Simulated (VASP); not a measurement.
# PbS (Fm-3m) in VASP: notebook

Runs on PbS. Level: LDA. Tasks: electric field gradients.

Program: VASP 6.6.1. These are calculated values, not measurements. Logs are shortened: lines on timing, memory, paths and dates and some standing lists are left out, and cuts for length are marked.

### Step 1. The cell of the first run

Symmetry: Fm-3m, No. 225, cubic system. Conventional cell: a = 5.950 Å, b = 5.950 Å, c = 5.950 Å, α = 90.00°, β = 90.00°, γ = 90.00°. Within 3.9 Å of Pb (site symmetry m-3m) lie 6 S at 2.97 Å. S (site symmetry m-3m) has 6 Pb at 2.97 Å within 3.9 Å.

### Step 2. Electric field gradients, LDA (volume scaled by 1.01)

Input file INCAR:

```
  PREC = Accurate
  ENCUT = 520
  EDIFF = 1E-8
  ISMEAR = -1
  SIGMA = 0.01
  LREAL = F
  LASPH = T
  NELM = 60
  ALGO = Normal
  ISIF = 2
  LWAVE = F
  LCHARG = F
  GGA = CA
  LEFG = T
  NBANDS = 17
```

Input file KPOINTS:

```
regular mesh
0
Gamma
  8 8 8
```

Input file POSCAR:

```
PbS
1.0
    0.0000000000      2.9748505707      2.9748505707
    2.9748505707      0.0000000000      2.9748505707
    2.9748505707      2.9748505707      0.0000000000
Pb S
1 1
Direct
    0.0000000000      0.0000000000      0.0000000000
    0.5000000000      0.5000000000      0.5000000000
```

Potentials or basis: VASP PAW LDA potentials, release 64 (Pb_d, S).

Launch:

```sh
> cat potpaw_LDA.64/Pb_d/POTCAR potpaw_LDA.64/S/POTCAR > POTCAR
> mpirun -np 1 vasp_std > vasp.out
```

OUTCAR:

```text
PREC = Accurate
   ENCUT = 520
   EDIFF = 1E-8
   ISMEAR = -1
   LREAL = F
   LASPH = T
   NELM = 60
   ISIF = 2
   GGA = CA

 ion  position               nearest neighbor table
   1  0.000  0.000  0.000-   2 2.97   2 2.97   2 2.97   2 2.97   2 2.97   2 2.97
   2  0.500  0.500  0.500-   1 2.97   1 2.97   1 2.97   1 2.97   1 2.97   1 2.97

  LATTYP: Found a face centered cubic cell.
 ALAT       =     5.9497011414

  Lattice vectors:

 A1 = (   0.0000000000,   2.9748505707,   2.9748505707)
 A2 = (   2.9748505707,   0.0000000000,   2.9748505707)
 A3 = (   2.9748505707,   2.9748505707,   0.0000000000)

Analysis of symmetry for initial positions (statically):
=====================================================================
 Subroutine PRICEL returns:
 Original cell was already a primitive cell.

 Routine SETGRP: Setting up the symmetry group for a
 face centered cubic supercell.

 Subroutine GETGRP returns: Found 48 space group operations
 (whereof 48 operations were pure point group operations)
 out of a pool of 48 trial point group operations.

The static configuration has the point symmetry O_h .

Analysis of symmetry for dynamics (positions and initial velocities):
=====================================================================
 Subroutine PRICEL returns:
 Original cell was already a primitive cell.

 Routine SETGRP: Setting up the symmetry group for a
 face centered cubic supercell.

 Subroutine GETGRP returns: Found 48 space group operations
 (whereof 48 operations were pure point group operations)
 out of a pool of 48 trial point group operations.

The dynamic configuration has the point symmetry O_h .

 Subroutine INISYM returns: Found 48 space group operations
 (whereof 48 operations are pure point group operations),
 and found     1 'primitive' translations

----------------------------------------------------------------------------------------

                                     Primitive cell

  volume of cell :      52.6533

  direct lattice vectors                    reciprocal lattice vectors
     0.000000000  2.974850571  2.974850571    -0.168075669  0.168075669  0.168075669
     2.974850571  0.000000000  2.974850571     0.168075669 -0.168075669  0.168075669
     2.974850571  2.974850571  0.000000000     0.168075669  0.168075669 -0.168075669

  length of vectors
     4.207074023  4.207074023  4.207074023     0.291115598  0.291115598  0.291115598

  position of ions in fractional coordinates (direct lattice)
     0.000000000  0.000000000  0.000000000
     0.500000000  0.500000000  0.500000000

  ion indices of the primitive-cell ions
   primitive index   ion index
                 1           1
                 2           2

----------------------------------------------------------------------------------------

 KPOINTS: regular mesh

Automatic generation of k-mesh.
 Grid dimensions read from file:
 generate k-points for:    8    8    8

 Generating k-lattice:

  Cartesian coordinates                     Fractional coordinates (reciprocal lattice)
    -0.021009459  0.021009459  0.021009459     0.125000000  0.000000000  0.000000000
     0.021009459 -0.021009459  0.021009459     0.000000000  0.125000000  0.000000000
     0.021009459  0.021009459 -0.021009459     0.000000000  0.000000000  0.125000000

  Length of vectors
     0.036389450  0.036389450  0.036389450

  Shift w.r.t. Gamma in fractional coordinates (k-lattice)
     0.000000000  0.000000000  0.000000000

 Subroutine IBZKPT returns following result:
 ===========================================

 Found     29 irreducible k-points:

 Following reciprocal coordinates:
            Coordinates               Weight
  0.000000  0.000000  0.000000      1.000000
  0.125000  0.000000  0.000000      8.000000
  0.250000  0.000000  0.000000      8.000000
  0.375000  0.000000  0.000000      8.000000
  0.500000  0.000000  0.000000      4.000000
  0.125000  0.125000  0.000000      6.000000
[... 16 lines left out ...]
  0.500000  0.250000  0.125000     48.000000
 -0.375000  0.250000  0.125000     24.000000
 [... further k-points ...]
   k-points           NKPTS =     29   k-points in BZ     NKDIM =     29   number of bands    NBANDS=     17
   number of dos      NEDOS =    301   number of ions     NIONS =      2
   total plane-waves  NPLWV =  32768
   dimension x,y,z NGX =    32 NGY =   32 NGZ =   32
   dimension x,y,z NGXF=    64 NGYF=   64 NGZF=   64
   ions per type =               1   1
   NGX,Y,Z   is equivalent  to a cutoff of  12.65, 12.65, 12.65 a.u.
   NGXF,Y,Z  is equivalent  to a cutoff of  25.29, 25.29, 25.29 a.u.
 SYSTEM =  unknown system
   PREC   = accura    normal or accurate (medium, high low for compatibility)
   ISTART =      0    job   : 0-new  1-cont  2-samecut
   ICHARG =      2    charge: 1-file 2-atom 10-const
   ISPIN  =      1    spin polarized calculation?
   LNONCOLLINEAR =      F non collinear calculations
   LSORBIT =      F    spin-orbit coupling
   LASPH  =      T    aspherical Exc in radial PAW
   ENCUT  =  520.0 eV  38.22 Ry    6.18 a.u.   7.82  7.82  7.82*2*pi/ulx,y,z
   NELM   =     60;   NELMIN=  2; NELMDL= -5     # of ELM steps
   EDIFF  = 0.1E-07   stopping-criterion for ELM
   LREAL  =      F    real-space projection
   EDIFFG = 0.1E-06   stopping-criterion for IOM
   NSW    =      0    number of steps for IOM
   IBRION =     -1    ionic relax: 0-MD 1-quasi-New 2-CG
   NFREE  =      0    steps in history (QN), initial steepest desc. (CG)
   ISIF   =      2    stress and relaxation
   ISYM   =      2    0-nonsym 1-usesym 2-fastsym
   POTIM  = 0.5000    time-step for ionic-motion
   TEBEG  =    0.0;   TEEND  =   0.0 temperature during run
   PSTRESS=    0.0 pullay stress
   NELECT =      20.0000    total number of electrons
   NUPDOWN=      -1.0000    fix difference up-down
   EMIN   =  10.00;   EMAX   =-10.00  energy-range for DOS
   EFERMI =   0.00;   METHOD = LEGACY
   ISMEAR =    -1;   SIGMA  =   0.01  broadening in eV -4-tet -1-fermi 0-gaus
   EFERMI_NEDOS =   21; number of points for ismear=-14 and -15
   IALGO  =     38    algorithm
   IMIX   =      4    mixing-type and parameters
     AMIX     =   0.40;   BMIX     =  1.00
     AMIX_MAG =   1.60;   BMIX_MAG =  1.00
  volume/ion in A,a.u.               =      26.33       177.66
  Fermi-wavevector in a.u.,A,eV,Ry     =   1.185613  2.240484 19.125418  1.405679
  Thomas-Fermi vector in A             =   2.321803
   LORBIT       =      0    0 simple, 1 ext, 2 COOP (PROOUT), +10 PAW based schemes
   GGA     = CA    functional components
   LHFCALC =     F    Hartree Fock is set to
   AEXX    =    0.0000 exact exchange contribution
   IVDW    =     0    specifies the selected vdW correction
   LEPSILON=     F    determine dielectric tensor
   LRPA    =     F    only Hartree local field effects (RPA)
 non-spin polarized calculation
  energy-cutoff  :      520.00
  volume of cell :       52.65
 maximum number of plane-waves:      1428
   NGX = 15   NGY = 15   NGZ = 15

 number of electron      20.0000000 magnetization

 Free energy of the ion-electron system (eV)
  ---------------------------------------------------
  ext. energy  EPLUGINS =         0.00000000
  ---------------------------------------------------
  free energy    TOTEN  =        -9.97400245 eV

  energy without entropy =       -9.97400243  energy(sigma->0) =       -9.97400244

 E-fermi :   5.5858     XC(G=0):  -9.9871

 val. band max:        5.4661597133   @ k =   0.5000   0.0000   0.0000
 cond. band min:       5.7053406086   @ k =   0.5000   0.0000   0.0000
 fundamental gap:      0.2391808953
 Fermi energy:         5.5857537315

 k-point     1 :       0.0000    0.0000    0.0000
  band No.  band energies     occupation
      1     -11.2848      2.00000
      2     -11.2848      2.00000
      3     -11.2848      2.00000
      4     -11.2755      2.00000
      5     -11.2755      2.00000
      6      -8.0132      2.00000
[... 9 lines left out ...]
     16      12.1413      0.00000
     17      13.9358      0.00000

 k-point     2 :       0.1250    0.0000    0.0000
  band No.  band energies     occupation
      1     -11.2841      2.00000
      2     -11.2835      2.00000
      3     -11.2835      2.00000
      4     -11.2746      2.00000
      5     -11.2746      2.00000
      6      -7.8789      2.00000
[... 9 lines left out ...]
     16      12.5081      0.00000
     17      15.1557      0.00000
[... 421 lines left out ...]
 k-point    24 :      -0.3750    0.2500    0.1250
  band No.  band energies     occupation
      1     -11.3419      2.00000
      2     -11.2905      2.00000
      3     -11.2700      2.00000
      4     -11.2562      2.00000
      5     -11.2357      2.00000
      6      -6.5225      2.00000
[... 9 lines left out ...]
     16      16.3429      0.00000
     17      16.5152      0.00000

 [... further k-points ...]

------------------------ aborting loop because EDIFF is reached ----------------------------------------

  FORCE on cell =-STRESS in cart. coord.  units (eV):
  Direction    XX          YY          ZZ          XY          YZ          ZX
  --------------------------------------------------------------------------------------
  -------------------------------------------------------------------------------------
  Total       -0.9933245     -0.9933245     -0.9933245      0.0000000      0.0000000      0.0000000
  in kB      -30.2256942    -30.2256942    -30.2256942      0.0000000      0.0000000      0.0000000
  external PRESSURE =     -30.2256942 kB  Pullay stress =       0.0000000 kB

 VOLUME and BASIS-vectors are now :
 -----------------------------------------------------------------------------
  energy-cutoff  :      520.00
  volume of cell :       52.65
      direct lattice vectors                 reciprocal lattice vectors
     0.000000000  2.974850571  2.974850571    -0.168075669  0.168075669  0.168075669
     2.974850571  0.000000000  2.974850571     0.168075669 -0.168075669  0.168075669
     2.974850571  2.974850571  0.000000000     0.168075669  0.168075669 -0.168075669

 POSITION                                       TOTAL-FORCE (eV/Angst)
 -----------------------------------------------------------------------------------
      0.00000      0.00000      0.00000        -0.000000      0.000000     -0.000000
      2.97485      2.97485      2.97485         0.000000     -0.000000      0.000000
 -----------------------------------------------------------------------------------
    total drift:                                0.000000     -0.000000     -0.000000

  FREE ENERGIE OF THE ION-ELECTRON SYSTEM (eV)
  ---------------------------------------------------
  free  energy   TOTEN  =        -9.9740024531 eV

  energy  without entropy=       -9.9740024271  energy(sigma->0) =       -9.97400244

 Electric field gradients (V/A^2)
---------------------------------------------------------------------
 ion       V_xx      V_yy      V_zz      V_xy      V_xz      V_yz
---------------------------------------------------------------------
   1       0.000     0.000    -0.000    -0.001    -0.001    -0.001
   2      -0.000     0.000     0.000    -0.000    -0.000    -0.000
---------------------------------------------------------------------

 Electric field gradients after diagonalization (V/A^2)
 (convention: |V_zz| > |V_xx| > |V_yy|)
----------------------------------------------------------------------
 ion       V_xx      V_yy      V_zz     asymmetry (V_yy - V_xx)/ V_zz
----------------------------------------------------------------------
   1       0.001     0.001    -0.002       0.000
   2       0.000     0.000    -0.001       0.000
----------------------------------------------------------------------

           NMR quadrupolar parameters

 Cq : quadrupolar parameter    Cq=e*Q*V_zz/h
 eta: asymmetry parameters     (V_yy - V_xx)/ V_zz
 Q  : nuclear electric quadrupole moment in mb (millibarn)
----------------------------------------------------------------------
 ion       Cq(MHz)       eta       Q (mb)
----------------------------------------------------------------------
   1      -0.000       0.000       1.000
   2      -0.000       0.000       1.000
----------------------------------------------------------------------
```

Wall time 28 s (1 thread of Intel Xeon 8259CL, shared host); peak memory 0.16 GiB.

Results:

| Item | Value |
| --- | --- |
| Free energy | -9.9740 eV |
| Pressure | -3.0 GPa |
| Band gap on the k mesh | 0.24 eV, direct |

Caveat: without QUAD_EFG the Cq values of the log hold for a quadrupole moment of 1 mb, not for the nuclei; spin-orbit coupling is left out, which moves the levels of the heavy elements.

[end of part 1 of 2]
